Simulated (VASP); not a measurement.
Wanted: the native input for a VASP 6.6.1 run.

```
Task                   : single point
Functional             : LDA
Potentials or basis    : VASP PAW LDA potentials, release 64 (Mg, Ti_sv, N)
Cutoff                 : 520 eV
k mesh                 : 7 × 7 × 1
Occupations            : fermi-dirac, width 0.1 eV
Spin                   : no spin polarisation
Dipole correction      : yes
Further INCAR settings : ALGO = Normal; EDIFF = 1e-06; NBANDS = 24; NELMDL = -8
```

The structure of Mg2Ti2N lies in POSCAR:

```
Mg2Ti2N
1.0
    2.8943431255     -0.0000000029      0.0000000000
   -1.4471715602      2.5065746754      0.0000000000
    0.0000000000      0.0000000000     22.8883815000
Mg Ti N
2 2 1
Direct
    0.0000000000      0.0000000000      0.2839868778
    0.0000000000      0.0000000000      0.5137506555
    0.6666666667      0.3333333333      0.3988687667
    0.6666666667      0.3333333333      0.6286325444
    0.6666666667      0.3333333333      0.7024790409
```

The input as run:

INCAR

```
SYSTEM = Mg2Ti2N
PREC     = Accurate       ! precision mode
ENCUT    = 520            ! plane-wave cutoff, eV
EDIFF    = 1E-6           ! SCF threshold, eV
ISMEAR   = -1             ! smearing method
SIGMA    = 0.1            ! smearing width, eV
LREAL    = .False.        ! projectors in reciprocal space
LASPH    = .True.         ! aspherical terms in the spheres
NELM     = 120            ! most SCF steps
ALGO     = Normal         ! electronic algorithm
ISIF     = 2              ! what is computed and relaxed
LWAVE    = .False.        ! write WAVECAR
LCHARG   = .False.        ! write CHGCAR
LDIPOL   = .True.       
IDIPOL   = 3            
DIPOL    = 0.5 0.5 0.506
NBANDS   = 24             ! bands
GGA_COMPAT= .False.      
NELMDL   = -8
```

KPOINTS

```
Automatic mesh
0
Gamma
  7 7 1
  0 0 0
```

Potentials or basis: VASP PAW LDA potentials, release 64 (Mg, Ti_sv, N).

Run with:

```bash
$ cat potpaw_LDA.64/Mg/POTCAR potpaw_LDA.64/Ti_sv/POTCAR potpaw_LDA.64/N/POTCAR > POTCAR
$ mpirun -np 1 vasp_std > vasp.out
```

Results of the run:

- Largest force: 0.708 eV/Å
- Band gap on the k mesh: zero (an odd number of electrons rules out a gap without spin polarisation)

Run time: 93 s on 1 thread of AMD EPYC 7R13, with other jobs on the host, peak memory 0.23 GiB.
